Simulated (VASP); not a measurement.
# Si (I4/mmm) in VASP: notebook, part 2 of 2

VASP 6.6.1. The steps go on from the part before.

**4. Single point, LDA (strain -0.015 along x and y, +0.015 along z)**

File INCAR:

```
SYSTEM = Si
PREC = Accurate
ENCUT = 520
EDIFF = 1E-6
ISMEAR = 0
SIGMA = 0.03
LREAL = .False.
LASPH = .True.
NELM = 60
ALGO = Normal
ISIF = 2
LWAVE = .False.
LCHARG = .True.
LELF = .True.
LVHAR = .True.
NBANDS = 16
```

File KPOINTS:

```
regular mesh
0
Gamma
  10 10 10
  0 0 0
```

File POSCAR:

```
Si
1.0
   -3.2755626256      3.2755626256      1.9512214449
    3.2755626256     -3.2755626256      1.9512214449
    3.2755626256      3.2755626256     -1.9512214449
Si
4
Direct
    0.1788010600      0.1788010600      0.3576021200
    0.8211989400      0.8211989400      0.6423978800
    0.1788010600      0.8211989400      0.0000000000
    0.8211989400      0.1788010600      0.0000000000
```

Potentials or basis: VASP PAW LDA potentials, release 64 (Si).

Command:

```bash
$ cat potpaw_LDA.64/Si/POTCAR > POTCAR
$ mpirun -np 1 vasp_std > vasp.out
```

OUTCAR:

```text
SYSTEM = Si
   PREC = Accurate
   ENCUT = 520
   EDIFF = 1E-6
   ISMEAR = 0
   LREAL = .False.
   LASPH = .True.
   NELM = 60
   ISIF = 2

 ion  position               nearest neighbor table
   1  0.179  0.179  0.358-   3 2.34   4 2.34   2 2.36   2 2.36
   2  0.821  0.821  0.642-   3 2.34   4 2.34   1 2.36   1 2.36
   3  0.179  0.821  0.000-   1 2.34   2 2.34   4 2.36   4 2.36
   4  0.821  0.179  0.000-   1 2.34   2 2.34   3 2.36   3 2.36

  LATTYP: Found a body centered tetragonal cell.
 ALAT       =     6.5511252512
 C/A-ratio  =     0.5956904715

  Lattice vectors:

 A1 = (  -3.2755626256,   3.2755626256,   1.9512214449)
 A2 = (   3.2755626256,  -3.2755626256,   1.9512214449)
 A3 = (   3.2755626256,   3.2755626256,  -1.9512214449)

Analysis of symmetry for initial positions (statically):
=====================================================================
 Subroutine PRICEL returns:
 Original cell was already a primitive cell.

 Routine SETGRP: Setting up the symmetry group for a
 body centered tetragonal supercell.

 Subroutine GETGRP returns: Found 16 space group operations
 (whereof 16 operations were pure point group operations)
 out of a pool of 16 trial point group operations.

The static configuration has the point symmetry D_4h.

Analysis of symmetry for dynamics (positions and initial velocities):
=====================================================================
 Subroutine PRICEL returns:
 Original cell was already a primitive cell.

 Routine SETGRP: Setting up the symmetry group for a
 body centered tetragonal supercell.

 Subroutine GETGRP returns: Found 16 space group operations
 (whereof 16 operations were pure point group operations)
 out of a pool of 16 trial point group operations.

The dynamic configuration has the point symmetry D_4h.

 Subroutine INISYM returns: Found 16 space group operations
 (whereof 16 operations are pure point group operations),
 and found     1 'primitive' translations

[... 122 lines left out ...]
   LORBIT       =      0    0 simple, 1 ext, 2 COOP (PROOUT), +10 PAW based schemes
   GGA     = CA    functional components
   LHFCALC =     F    Hartree Fock is set to
   AEXX    =    0.0000 exact exchange contribution
   IVDW    =     0    specifies the selected vdW correction
   LEPSILON=     F    determine dielectric tensor
   LRPA    =     F    only Hartree local field effects (RPA)
 non-spin polarized calculation
 Gauss-broadening in eV      SIGMA  =   0.03
  energy-cutoff  :      520.00
  volume of cell :       83.74
 maximum number of plane-waves:      2278
 NGX is ok and might be reduce to    40
   NGX = 19   NGY = 19   NGZ = 19

 number of electron      16.0000000 magnetization

 Free energy of the ion-electron system (eV)
  ---------------------------------------------------
  ext. energy  EPLUGINS =         0.00000000
  ---------------------------------------------------
  free energy    TOTEN  =       -23.35124898 eV

  energy without entropy =      -23.35118188  energy(sigma->0) =      -23.35121543

 E-fermi :   5.5635     XC(G=0):  -9.3650

 val. band max:        5.5082347449   @ k =   0.5000   0.5000   0.4000
 cond. band min:       5.5832196383   @ k =   0.5000   0.5000   0.4000
 fundamental gap:      0.0749848934
 Fermi energy:         5.5634534202

 k-point     1 :       0.0000    0.0000    0.0000
  band No.  band energies     occupation
      1      -6.6207      2.00000
      2      -2.0979      2.00000
      3      -0.0719      2.00000
      4      -0.0719      2.00000
      5       1.6896      2.00000
      6       3.9047      2.00000
[... 433 lines left out ...]
      3      -1.6679      2.00000
      4       0.4210      2.00000
      5       1.2880      2.00000
      6       2.5095      2.00000
[... 8 lines left out ...]
     15      11.5983      0.00000
     16      12.0183      0.00000

 [... further k-points ...]

------------------------ aborting loop because EDIFF is reached ----------------------------------------

  FORCE on cell =-STRESS in cart. coord.  units (eV):
  Direction    XX          YY          ZZ          XY          YZ          ZX
  --------------------------------------------------------------------------------------
  -------------------------------------------------------------------------------------
  Total        0.6735069      0.6735069     -2.1899581      0.0000000      0.0000000     -0.0000000
  in kB       12.8858851     12.8858851    -41.8994213      0.0000000      0.0000000     -0.0000000
  external PRESSURE =      -5.3758837 kB  Pullay stress =       0.0000000 kB

 VOLUME and BASIS-vectors are now :
 -----------------------------------------------------------------------------
  energy-cutoff  :      520.00
  volume of cell :       83.74
      direct lattice vectors                 reciprocal lattice vectors
    -3.275562626  3.275562626  1.951221445     0.000000000  0.152645532  0.256249746
     3.275562626 -3.275562626  1.951221445     0.152645532  0.000000000  0.256249746
     3.275562626  3.275562626 -1.951221445     0.152645532  0.152645532  0.000000000

 POSITION                                       TOTAL-FORCE (eV/Angst)
 -----------------------------------------------------------------------------------
      1.17135      1.17135     -0.00000         0.246465      0.246465     -0.000000
      2.10421      2.10421      1.95122        -0.246465     -0.246465      0.000000
      2.10421     -2.10421      1.95122        -0.246465      0.246465     -0.000000
     -2.10421      2.10421      1.95122         0.246465     -0.246465      0.000000
 -----------------------------------------------------------------------------------
    total drift:                               -0.000000     -0.000000      0.000000

  FREE ENERGIE OF THE ION-ELECTRON SYSTEM (eV)
  ---------------------------------------------------
  free  energy   TOTEN  =       -23.3512489842 eV

  energy  without entropy=      -23.3511818820  energy(sigma->0) =      -23.35121543
```

Run time: 3.6 min. Hardware: 1 thread of Intel Xeon 8259CL, shared host; peak memory 0.24 GiB.

What came out:

| Quantity | Value |
| --- | --- |
| Free energy | -23.3512 eV |
| Pressure | -0.5 GPa |
| Largest force | 0.349 eV/Å |
| Band gap on the k mesh | zero (filled and empty bands touch) |

Forces in eV/Å, atoms in the order of the input:
```
Si   0.246  0.246  0.000
Si  -0.246 -0.246  0.000
Si  -0.246  0.246  0.000
Si   0.246 -0.246  0.000
```

Caveat: the cell differs from its parent crystal (strain -0.015 along x and y, +0.015 along z); semilocal functionals underestimate gaps, so a narrow gap can read as zero.

**5. Single point, LDA (strain +0.015 along x and y, -0.030 along z)**

File INCAR:

```
SYSTEM = Si
PREC = Accurate ; ENCUT = 520
EDIFF = 1E-6 ; ISMEAR = 0
SIGMA = 0.03 ; LREAL = .False.
LASPH = .True. ; NELM = 80
ALGO = Normal ; ISIF = 2
LWAVE = .False. ; LCHARG = .False.
NBANDS = 16
```

File KPOINTS:

```
Automatic mesh
0
Gamma
  10 10 10
  0 0 0
```

File POSCAR:

```
Si
1.0
   -3.3753259543      3.3753259543      1.8647140902
    3.3753259543     -3.3753259543      1.8647140902
    3.3753259543      3.3753259543     -1.8647140902
Si
4
Direct
    0.1788010600      0.1788010600      0.3576021200
    0.8211989400      0.8211989400      0.6423978800
    0.1788010600      0.8211989400      0.0000000000
    0.8211989400      0.1788010600      0.0000000000
```

Potentials or basis: VASP PAW LDA potentials, release 64 (Si).

Command:

```bash
$ cat potpaw_LDA.64/Si/POTCAR > POTCAR
$ mpirun -np 1 vasp_std > vasp.out
```

OUTCAR:

```text
SYSTEM = Si
   PREC = Accurate
   ENCUT = 520
   EDIFF = 1E-6
   ISMEAR = 0
   LREAL = .False.
   LASPH = .True.
   NELM = 80
   ISIF = 2

 ion  position               nearest neighbor table
   1  0.179  0.179  0.358-   2 2.31   2 2.31   3 2.41   4 2.41
   2  0.821  0.821  0.642-   1 2.31   1 2.31   4 2.41   3 2.41
   3  0.179  0.821  0.000-   4 2.31   4 2.31   2 2.41   1 2.41
   4  0.821  0.179  0.000-   3 2.31   3 2.31   2 2.41   1 2.41

  LATTYP: Found a body centered tetragonal cell.
 ALAT       =     6.7506519086
 C/A-ratio  =     0.5524545230

  Lattice vectors:

 A1 = (  -3.3753259543,   3.3753259543,   1.8647140902)
 A2 = (   3.3753259543,  -3.3753259543,   1.8647140902)
 A3 = (   3.3753259543,   3.3753259543,  -1.8647140902)

Analysis of symmetry for initial positions (statically):
=====================================================================
 Subroutine PRICEL returns:
 Original cell was already a primitive cell.

 Routine SETGRP: Setting up the symmetry group for a
 body centered tetragonal supercell.

 Subroutine GETGRP returns: Found 16 space group operations
 (whereof 16 operations were pure point group operations)
 out of a pool of 16 trial point group operations.

The static configuration has the point symmetry D_4h.

Analysis of symmetry for dynamics (positions and initial velocities):
=====================================================================
 Subroutine PRICEL returns:
 Original cell was already a primitive cell.

 Routine SETGRP: Setting up the symmetry group for a
 body centered tetragonal supercell.

 Subroutine GETGRP returns: Found 16 space group operations
 (whereof 16 operations were pure point group operations)
 out of a pool of 16 trial point group operations.

The dynamic configuration has the point symmetry D_4h.

 Subroutine INISYM returns: Found 16 space group operations
 (whereof 16 operations are pure point group operations),
 and found     1 'primitive' translations

[... 122 lines left out ...]
   LORBIT       =      0    0 simple, 1 ext, 2 COOP (PROOUT), +10 PAW based schemes
   GGA     = CA    functional components
   LHFCALC =     F    Hartree Fock is set to
   AEXX    =    0.0000 exact exchange contribution
   IVDW    =     0    specifies the selected vdW correction
   LEPSILON=     F    determine dielectric tensor
   LRPA    =     F    only Hartree local field effects (RPA)
 non-spin polarized calculation
 Gauss-broadening in eV      SIGMA  =   0.03
  energy-cutoff  :      520.00
  volume of cell :       84.98
 maximum number of plane-waves:      2315
 NGX is ok and might be reduce to    40
   NGX = 19   NGY = 19   NGZ = 19

 number of electron      16.0000000 magnetization

 Free energy of the ion-electron system (eV)
  ---------------------------------------------------
  ext. energy  EPLUGINS =         0.00000000
  ---------------------------------------------------
  free energy    TOTEN  =       -23.31247280 eV

  energy without entropy =      -23.31247280  energy(sigma->0) =      -23.31247280

 E-fermi :   5.4078     XC(G=0):  -9.3046

 val. band max:        5.2908329827   @ k =   0.5000   0.5000   0.5000
 cond. band min:       5.5844570868   @ k =   0.3000   0.2000   0.2000
 fundamental gap:      0.2936241041
 Fermi energy:         5.4078441037

 k-point     1 :       0.0000    0.0000    0.0000
  band No.  band energies     occupation
      1      -6.6584      2.00000
      2      -2.7570      2.00000
      3      -0.2178      2.00000
      4      -0.2178      2.00000
      5       1.6195      2.00000
      6       4.1227      2.00000
[... 433 lines left out ...]
      3      -1.6504      2.00000
      4       0.3855      2.00000
      5       1.1243      2.00000
      6       2.3802      2.00000
[... 8 lines left out ...]
     15      11.6017      0.00000
     16      12.4042      0.00000

 [... further k-points ...]

------------------------ aborting loop because EDIFF is reached ----------------------------------------

  FORCE on cell =-STRESS in cart. coord.  units (eV):
  Direction    XX          YY          ZZ          XY          YZ          ZX
  --------------------------------------------------------------------------------------
  -------------------------------------------------------------------------------------
  Total       -2.1354769     -2.1354769      1.9792153      0.0000000      0.0000000      0.0000000
  in kB      -40.2625974    -40.2625974     37.3164170      0.0000000      0.0000000      0.0000000
  external PRESSURE =     -14.4029259 kB  Pullay stress =       0.0000000 kB

 VOLUME and BASIS-vectors are now :
 -----------------------------------------------------------------------------
  energy-cutoff  :      520.00
  volume of cell :       84.98
      direct lattice vectors                 reciprocal lattice vectors
    -3.375325954  3.375325954  1.864714090     0.000000000  0.148133842  0.268137621
     3.375325954 -3.375325954  1.864714090     0.148133842  0.000000000  0.268137621
     3.375325954  3.375325954 -1.864714090     0.148133842  0.148133842  0.000000000

 POSITION                                       TOTAL-FORCE (eV/Angst)
 -----------------------------------------------------------------------------------
      1.20702      1.20702     -0.00000        -0.341547     -0.341547     -0.000000
      2.16830      2.16830      1.86471         0.341547      0.341547      0.000000
      2.16830     -2.16830      1.86471         0.341547     -0.341547      0.000000
     -2.16830      2.16830      1.86471        -0.341547      0.341547      0.000000
 -----------------------------------------------------------------------------------
    total drift:                               -0.000000     -0.000000      0.000000

  FREE ENERGIE OF THE ION-ELECTRON SYSTEM (eV)
  ---------------------------------------------------
  free  energy   TOTEN  =       -23.3124727983 eV

  energy  without entropy=      -23.3124727983  energy(sigma->0) =      -23.31247280
```

OSZICAR:

```text
N       E                     dE             d eps       ncg     rms          rms(c)
DAV:   1     0.235860132306E+02    0.23586E+02   -0.58398E+03  3264   0.809E+02
DAV:   2    -0.219390639204E+02   -0.45525E+02   -0.41186E+02  4416   0.119E+02
DAV:   3    -0.238724604712E+02   -0.19334E+01   -0.19191E+01  4424   0.230E+01
DAV:   4    -0.238984467538E+02   -0.25986E-01   -0.25981E-01  4104   0.343E+00
DAV:   5    -0.238989995204E+02   -0.55277E-03   -0.55274E-03  4600   0.476E-01    0.701E+00
DAV:   6    -0.234926973620E+02    0.40630E+00   -0.17750E-01  3736   0.192E+00    0.418E+00
DAV:   7    -0.233115267569E+02    0.18117E+00   -0.32429E-01  3992   0.263E+00    0.347E-01
DAV:   8    -0.233124182947E+02   -0.89154E-03   -0.27027E-02  3936   0.860E-01    0.126E-01
DAV:   9    -0.233124378912E+02   -0.19596E-04   -0.89934E-04  4544   0.169E-01    0.917E-02
DAV:  10    -0.233124870046E+02   -0.49113E-04   -0.15621E-04  4008   0.624E-02    0.248E-02
DAV:  11    -0.233124732579E+02    0.13747E-04   -0.22977E-05  4080   0.249E-02    0.617E-03
DAV:  12    -0.233124727983E+02    0.45958E-06   -0.38713E-06  4360   0.977E-03
   1 F= -.23312473E+02 E0= -.23312473E+02  d E =-.837147E-11
```

stdout:

```text
POSCAR found type information on POSCAR Si
 POSCAR found :  1 types and       4 ions
 scaLAPACK will be used
 LDA part: xc-table for (Slater(with rela. corr.)+CA(PZ))
 , standard interpolation
 POSCAR, INCAR and KPOINTS ok, starting setup
 FFT: planning ... GRIDC
 FFT: planning ... GRID_SOFT
 FFT: planning ... GRID
 WAVECAR not read
 entering main loop
```

It took 2.5 min on 1 thread of Intel Xeon 8259CL, shared host; peak memory 0.25 GiB.

Results:

```yaml
Free_energy: -23.3125 eV
Pressure: -1.4 GPa
Largest_force: 0.483 eV/Å
Band_gap_on_the_k_mesh: 0.29 eV (least direct gap 0.84 eV)
```

Forces in eV/Å, atoms in the order of the input:
```
Si  -0.342 -0.342  0.000
Si   0.342  0.342  0.000
Si   0.342 -0.342  0.000
Si  -0.342  0.342  0.000
```

Caveat: the cell differs from its parent crystal (strain +0.015 along x and y, -0.030 along z).

**6. Overview**

| cell | gap on the mesh (eV) | pressure (GPa) | largest force (eV/Å) |
| --- | --- | --- | --- |
| a = 5.015 Å, angles 98.4, 98.4, 134.9°, 4 atoms | 0.07 | 0.8 | 0.20 |
| a = 5.070 Å, angles 98.0, 98.0, 136.1°, 4 atoms | 0.25 | -0.5 | 0.17 |
| a = 5.027 Å, angles 98.7, 98.7, 134.3°, 4 atoms | none | -0.5 | 0.35 |
| a = 5.125 Å, angles 97.6, 97.6, 137.3°, 4 atoms | 0.29 | -1.4 | 0.48 |

Alike in all rows: task single point; level LDA; potentials or basis VASP PAW LDA potentials, release 64 (Si); no spin polarisation; k mesh 10 × 10 × 10; cutoff (eV) 520; smearing gaussian 0.03 eV.

Caveats: semilocal functionals underestimate gaps, so a narrow gap can read as zero (at least some runs).

Absolute energies hang on the potentials; compare differences alone.
